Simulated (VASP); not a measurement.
Zn3P:

```
CELL_PARAMETERS angstrom
3.87323 0.00000 0.00000
0.00000 3.87323 0.00000
0.00000 0.00000 3.87323
ATOMIC_POSITIONS crystal
Zn 0.00000 0.50000 0.50000
Zn 0.50000 0.00000 0.50000
Zn 0.50000 0.50000 0.00000
P 0.00000 0.00000 0.00000
```

| Property | Result |
| --- | --- |
| Program | VASP 6.6.1 |
| Task | relaxation of cell and atoms |
| Functional | PBE |
| Potentials or basis | VASP PAW PBE potentials, release 64 (Zn, P) |
| Cutoff | 600 eV |
| k mesh | 4 × 4 × 4 |
| Occupations | gaussian, width 0.1 eV |
| Spin | no spin polarisation |

At the start: pressure 6.6 GPa; volume 14.53 Å³/atom.

How do energy, volume and symmetry change on relaxing?

Over 3 steps the energy falls by 20.9 meV/atom and the volume is 15.61 Å³/atom (+7.4 %); space group Pm-3m (No. 221, to 0.05 Å).

The path:
| step | energy change (eV) | largest force (eV/Å) | pressure (GPa) | volume (Å³) |
| --- | --- | --- | --- | --- |
| 1 | 0.0000 | 0.0000 | 6.61 | 58.11 |
| 2 | -0.0808 | 0.0000 | -1.02 | 63.29 |
| 3 | -0.0836 | 0.0000 | 0.01 | 62.43 |

Final structure:
```
CELL_PARAMETERS angstrom
3.96692 0.00000 0.00000
0.00000 3.96692 0.00000
0.00000 0.00000 3.96692
ATOMIC_POSITIONS crystal
Zn 0.00000 0.50000 0.50000
Zn 0.50000 0.00000 0.50000
Zn 0.50000 0.50000 0.00000
P 0.00000 0.00000 0.00000
```

Caveat: the k points lie up to 0.40 Å⁻¹ apart in the final cell.
